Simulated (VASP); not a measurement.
Hf, 1 atom in the cell. Symmetry: I4/mmm, No. 139, tetragonal system. Conventional cell: a = 3.791 Å, b = 3.791 Å, c = 3.700 Å, α = 90.00°, β = 90.00°, γ = 90.00°. Within 4.3 Å of Hf (site symmetry 4/mmm) lie 14 Hf at 3.26 to 3.79 Å.  This cell differs from its parent crystal: strain +0.050 along x and y, +0.025 along z.

| Item | Value |
| --- | --- |
| Program | VASP 6.6.1 |
| Task | single point |
| Functional | r2SCAN |
| Potentials or basis | VASP PAW PBE potentials, release 64 (Hf_pv) |
| Cutoff | 520 eV |
| k mesh | 18 × 18 × 18 |
| Occupations | gaussian, width 0.15 eV |
| Spin | no spin polarisation |
| Dipole correction | no |
| Further INCAR settings | ALGO = Normal; EDIFF = 1e-07; NBANDS = 11 |

Potentials or basis: VASP PAW PBE potentials, release 64 (Hf_pv).

Run with:

```sh
$ cat potpaw_PBE.64/Hf_pv/POTCAR > POTCAR
$ cp INCAR.step1 INCAR
$ mpirun -np 1 vasp_std > vasp.out
$ cp INCAR.step2 INCAR
$ mpirun -np 1 vasp_std > vasp.out
```

Hardware: 1 thread of Intel(R) Xeon(R) Platinum 8488C (Sapphire Rapids), on a shared host.

Task: How long does it take, and how much memory?

Result: Run time: 2.8 min on 1 thread of Intel(R) Xeon(R) Platinum 8488C (Sapphire Rapids), on a shared host, peak memory 0.25 GiB. Counts: k points 480.
